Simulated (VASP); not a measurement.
# P (Cmce) in VASP: notebook

P is run at these levels: PBEsol; tasks: electric field gradients.

All numbers are computed with VASP 6.6.1; they aren't measurements. Logs are shortened: lines on timing, memory, paths and dates and some standing lists are left out, and cuts for length are marked.

## 1. The cell of the first run

Symmetry: Cmce, No. 64, orthorhombic system. The conventional cell has a = 3.316 Å, b = 10.484 Å, c = 4.379 Å, α = 90.00°, β = 90.00°, γ = 90.00°. P (site symmetry m) has 3 P at 2.22 to 2.24 Å within 2.9 Å.

## 2. Electric field gradients, PBEsol

The input, INCAR:

```
PREC = Accurate ; ENCUT = 520
EDIFF = 1E-8 ; ISMEAR = -1
SIGMA = 0.05 ; LREAL = F
LASPH = T ; NELM = 60
ALGO = Normal ; ISIF = 2
LWAVE = F ; LCHARG = F
GGA = PS ; LEFG = T
NBANDS = 30
```

The input, KPOINTS:

```
Automatic mesh
0
Gamma
  2 4 3
```

The input, POSCAR:

```
P
1.0
    3.3164000000    -10.4840000000      0.0000000000
    1.6582000000      5.2420000000      0.0000000000
    0.0000000000      0.0000000000      4.3793000000
P
8
Direct
    0.4491900000      0.1016200000      0.0806800000
    0.9491900000      0.1016200000      0.0806800000
    0.3008100000      0.3983800000      0.5806800000
    0.8008100000      0.3983800000      0.5806800000
    0.0508100000      0.8983800000      0.9193200000
    0.5508100000      0.8983800000      0.9193200000
    0.1991900000      0.6016200000      0.4193200000
    0.6991900000      0.6016200000      0.4193200000
```

Potentials or basis: VASP PAW PBE potentials, release 64 (P).

Run with:

```console
$ cat potpaw_PBE.64/P/POTCAR > POTCAR
$ mpirun -np 1 vasp_std > vasp.out
```

OUTCAR:

```text
PREC = Accurate
   ENCUT = 520
   EDIFF = 1E-8
   ISMEAR = -1
   LREAL = F
   LASPH = T
   NELM = 60
   ISIF = 2
   GGA = PS

 ion  position               nearest neighbor table
   1  0.449  0.102  0.081-   8 2.22   7 2.22   6 2.24
   2  0.949  0.102  0.081-   7 2.22   8 2.22   5 2.24
   3  0.301  0.398  0.581-   6 2.22   5 2.22   7 2.24
   4  0.801  0.398  0.581-   5 2.22   6 2.22   8 2.24
   5  0.051  0.898  0.919-   3 2.22   4 2.22   2 2.24
   6  0.551  0.898  0.919-   4 2.22   3 2.22   1 2.24
   7  0.199  0.602  0.419-   1 2.22   2 2.22   3 2.24
   8  0.699  0.602  0.419-   2 2.22   1 2.22   4 2.24

  Warning from LATTYP: Monoclinic adjustment (A1->A3, A2->A1, A3->A2)!
  Warning from LATTYP: Got some problem with cell dimensions!
  Tried to take original basis but could not verify dimensions!
  LATTYP: Found a simple monoclinic cell.
 ALAT       =     5.4980170280
 B/A-ratio  =     0.7965235425
 C/A-ratio  =     1.2063985918
 COS(beta)  =    -0.3015996479

  Lattice vectors:

 A1 = (   1.6582000000,   5.2420000000,   0.0000000000)
 A2 = (   0.0000000000,   0.0000000000,  -4.3793000000)
 A3 = (  -6.6328000000,  -0.0000000000,   0.0000000000)

Analysis of symmetry for initial positions (statically):
=====================================================================
 Subroutine PRICEL returns following result:

  LATTYP: Found a base centered orthorhombic cell.
 ALAT       =     3.3164000000
 B/A-ratio  =     3.1612591967
 C/A-ratio  =     1.3204981305

  Lattice vectors:

 A1 = (   1.6582000000,  -5.2420000000,   0.0000000000)
 A2 = (   1.6582000000,   5.2420000000,   0.0000000000)
 A3 = (   0.0000000000,   0.0000000000,   4.3793000000)

   2 primitive cells build up your supercell.

 Routine SETGRP: Setting up the symmetry group for a
 simple monoclinic supercell.

 Subroutine GETGRP returns: Found  4 space group operations
 (whereof  2 operations were pure point group operations)
 out of a pool of  4 trial point group operations.

The static configuration has the point symmetry S_2 .
 The point group associated with its full space group is C_2h.

Analysis of symmetry for dynamics (positions and initial velocities):
=====================================================================
 Subroutine PRICEL returns following result:

  LATTYP: Found a base centered orthorhombic cell.
 ALAT       =     3.3164000000
 B/A-ratio  =     3.1612591967
 C/A-ratio  =     1.3204981305

  Lattice vectors:

 A1 = (   1.6582000000,  -5.2420000000,   0.0000000000)
 A2 = (   1.6582000000,   5.2420000000,   0.0000000000)
 A3 = (   0.0000000000,   0.0000000000,   4.3793000000)

   2 primitive cells build up your supercell.

 Routine SETGRP: Setting up the symmetry group for a
 simple monoclinic supercell.

 Subroutine GETGRP returns: Found  4 space group operations
 (whereof  2 operations were pure point group operations)
 out of a pool of  4 trial point group operations.

The dynamic configuration has the point symmetry S_2 .
 The point group associated with its full space group is C_2h.

 Subroutine INISYM returns: Found  4 space group operations
 (whereof  2 operations are pure point group operations),
 and found     2 'primitive' translations

----------------------------------------------------------------------------------------

                                     Primitive cell

  volume of cell :      76.1322

  direct lattice vectors                    reciprocal lattice vectors
     1.658200000 -5.242000000  0.000000000     0.301531781 -0.095383441  0.000000000
     1.658200000  5.242000000  0.000000000     0.301531781  0.095383441  0.000000000
     0.000000000  0.000000000  4.379300000     0.000000000  0.000000000  0.228346996

  length of vectors
     5.498017028  5.498017028  4.379300000     0.316258464  0.316258464  0.228346996
[... 92 lines left out ...]
   LREAL  =      F    real-space projection
   EDIFFG = 0.1E-06   stopping-criterion for IOM
   NSW    =      0    number of steps for IOM
   IBRION =     -1    ionic relax: 0-MD 1-quasi-New 2-CG
   NFREE  =      0    steps in history (QN), initial steepest desc. (CG)
   ISIF   =      2    stress and relaxation
   ISYM   =      2    0-nonsym 1-usesym 2-fastsym
   POTIM  = 0.5000    time-step for ionic-motion
   TEBEG  =    0.0;   TEEND  =   0.0 temperature during run
   PSTRESS=    0.0 pullay stress
   NELECT =      40.0000    total number of electrons
   NUPDOWN=      -1.0000    fix difference up-down
   EMIN   =  10.00;   EMAX   =-10.00  energy-range for DOS
   EFERMI =   0.00;   METHOD = LEGACY
   ISMEAR =    -1;   SIGMA  =   0.05  broadening in eV -4-tet -1-fermi 0-gaus
   EFERMI_NEDOS =   21; number of points for ismear=-14 and -15
   IALGO  =     38    algorithm
   IMIX   =      4    mixing-type and parameters
     AMIX     =   0.40;   BMIX     =  1.00
     AMIX_MAG =   1.60;   BMIX_MAG =  1.00
  volume/ion in A,a.u.               =      19.03       128.44
  Fermi-wavevector in a.u.,A,eV,Ry     =   1.048484  1.981348 14.957149  1.099319
  Thomas-Fermi vector in A             =   2.183408
   LORBIT       =      0    0 simple, 1 ext, 2 COOP (PROOUT), +10 PAW based schemes
   GGA     = PS    functional components
   LHFCALC =     F    Hartree Fock is set to
   AEXX    =    0.0000 exact exchange contribution
   IVDW    =     0    specifies the selected vdW correction
   LEPSILON=     F    determine dielectric tensor
   LRPA    =     F    only Hartree local field effects (RPA)
 non-spin polarized calculation
  energy-cutoff  :      520.00
  volume of cell :      152.26
 maximum number of plane-waves:      4120
 NGX is ok and might be reduce to    84
   NGX = 41   NGY = 21   NGZ = 17

 number of electron      39.9999998 magnetization

 Free energy of the ion-electron system (eV)
  ---------------------------------------------------
  ext. energy  EPLUGINS =         0.00000000
  ---------------------------------------------------
  free energy    TOTEN  =       -45.84304702 eV

  energy without entropy =      -45.84093718  energy(sigma->0) =      -45.84199210

 E-fermi :   6.5955     XC(G=0):  -9.9970

 val. band max:        6.4519902967   @ k =   0.0000   0.5000   0.0000
 cond. band min:       6.8176960298   @ k =   0.5000   0.5000   0.0000
 fundamental gap:      0.3657057330
 Fermi energy:         6.5955056491

 k-point     1 :       0.0000    0.0000    0.0000
  band No.  band energies     occupation
      1      -9.3020      2.00000
      2      -6.3617      2.00000
      3      -6.3617      2.00000
      4      -6.2417      2.00000
      5      -3.5207      2.00000
      6      -3.5207      2.00000
[... 385 lines left out ...]
     29      11.0024      0.00000
     30      11.0024      0.00000

------------------------ aborting loop because EDIFF is reached ----------------------------------------

  FORCE on cell =-STRESS in cart. coord.  units (eV):
  Direction    XX          YY          ZZ          XY          YZ          ZX
  --------------------------------------------------------------------------------------
  -------------------------------------------------------------------------------------
  Total       -0.5189495     -0.0373109     -2.0261647      0.0000000      0.0000000      0.0000000
  in kB       -5.4605584     -0.3925977    -21.3199764      0.0000005      0.0000000      0.0000000
  external PRESSURE =      -9.0577108 kB  Pullay stress =       0.0000000 kB

 VOLUME and BASIS-vectors are now :
 -----------------------------------------------------------------------------
  energy-cutoff  :      520.00
  volume of cell :      152.26
      direct lattice vectors                 reciprocal lattice vectors
     3.316400000-10.484000000  0.000000000     0.150765891 -0.047691721  0.000000000
     1.658200000  5.242000000  0.000000000     0.301531781  0.095383441  0.000000000
     0.000000000  0.000000000  4.379300000     0.000000000  0.000000000  0.228346996

 POSITION                                       TOTAL-FORCE (eV/Angst)
 -----------------------------------------------------------------------------------
      1.65820     -4.17662      0.35332        -0.000000      0.091342      0.004515
      3.31640     -9.41862      0.35332        -0.000000      0.091342      0.004515
      1.65820     -1.06538      2.54297         0.000000     -0.091342      0.004515
      3.31640     -6.30738      2.54297         0.000000     -0.091342      0.004515
      1.65820      4.17662      4.02598         0.000000     -0.091342     -0.004515
      3.31640     -1.06538      4.02598         0.000000     -0.091342     -0.004515
      1.65820      1.06538      1.83633        -0.000000      0.091342     -0.004515
      3.31640     -4.17662      1.83633        -0.000000      0.091342     -0.004515
 -----------------------------------------------------------------------------------
    total drift:                                0.000000      0.000000     -0.000000

  FREE ENERGIE OF THE ION-ELECTRON SYSTEM (eV)
  ---------------------------------------------------
  free  energy   TOTEN  =       -45.8430470161 eV

  energy  without entropy=      -45.8409371829  energy(sigma->0) =      -45.84199210

 Electric field gradients (V/A^2)
---------------------------------------------------------------------
 ion       V_xx      V_yy      V_zz      V_xy      V_xz      V_yz
---------------------------------------------------------------------
   1      29.107   -26.942    -2.165     0.000     0.000    52.120
   2      29.107   -26.942    -2.165     0.000     0.000    52.120
   3      29.107   -26.942    -2.165     0.000    -0.000   -52.120
   4      29.107   -26.942    -2.165     0.000    -0.000   -52.120
   5      29.107   -26.942    -2.165     0.000     0.000    52.120
   6      29.107   -26.942    -2.165     0.000     0.000    52.120
   7      29.107   -26.942    -2.165     0.000    -0.000   -52.120
   8      29.107   -26.942    -2.165     0.000    -0.000   -52.120
---------------------------------------------------------------------

 Electric field gradients after diagonalization (V/A^2)
 (convention: |V_zz| > |V_xx| > |V_yy|)
----------------------------------------------------------------------
 ion       V_xx      V_yy      V_zz     asymmetry (V_yy - V_xx)/ V_zz
----------------------------------------------------------------------
   1      39.019    29.107   -68.126       0.145
   2      39.019    29.107   -68.126       0.145
   3      39.019    29.107   -68.126       0.145
   4      39.019    29.107   -68.126       0.145
   5      39.019    29.107   -68.126       0.145
   6      39.019    29.107   -68.126       0.145
   7      39.019    29.107   -68.126       0.145
   8      39.019    29.107   -68.126       0.145
----------------------------------------------------------------------

           NMR quadrupolar parameters

 Cq : quadrupolar parameter    Cq=e*Q*V_zz/h
 eta: asymmetry parameters     (V_yy - V_xx)/ V_zz
 Q  : nuclear electric quadrupole moment in mb (millibarn)
----------------------------------------------------------------------
 ion       Cq(MHz)       eta       Q (mb)
----------------------------------------------------------------------
   1      -0.165       0.145       1.000
   2      -0.165       0.145       1.000
   3      -0.165       0.145       1.000
   4      -0.165       0.145       1.000
   5      -0.165       0.145       1.000
   6      -0.165       0.145       1.000
   7      -0.165       0.145       1.000
   8      -0.165       0.145       1.000
----------------------------------------------------------------------
```

Run time: 87 s. Hardware: 1 thread of Intel Xeon Platinum 8259CL at 2.50GHz (Skylake/Cascade Lake), shared host; peak memory 0.34 GiB.

What came out:

```yaml
Free_energy: -45.8430 eV
Pressure: -0.9 GPa
Largest_force: 0.091 eV/Å
Band_gap_on_the_k_mesh: 0.37 eV
```

Forces on the atoms (eV/Å):
```
P    0.000  0.091  0.005
P    0.000  0.091  0.005
P    0.000 -0.091  0.005
P    0.000 -0.091  0.005
P    0.000 -0.091 -0.005
P    0.000 -0.091 -0.005
P    0.000  0.091 -0.005
P    0.000  0.091 -0.005
```

Electric field gradients, principal values (V/Å²):
| atom | least | middle | greatest (by size) |
| --- | --- | --- | --- |
| 1 P | 29.107 | 39.019 | -68.126 |
| 2 P | 29.107 | 39.019 | -68.126 |
| 3 P | 29.107 | 39.019 | -68.126 |
| 4 P | 29.107 | 39.019 | -68.126 |
| 5 P | 29.107 | 39.019 | -68.126 |
| 6 P | 29.107 | 39.019 | -68.126 |
| 7 P | 29.107 | 39.019 | -68.126 |
| 8 P | 29.107 | 39.019 | -68.126 |

Caveat: the k points lie up to 0.50 Å⁻¹ apart; without QUAD_EFG the Cq values of the log hold for a quadrupole moment of 1 mb, not for the nuclei; the PAW data sets were made with another functional, which shifts forces and pressure a little. A k mesh can miss the band edges.

(Continued in part 2 of 2.)
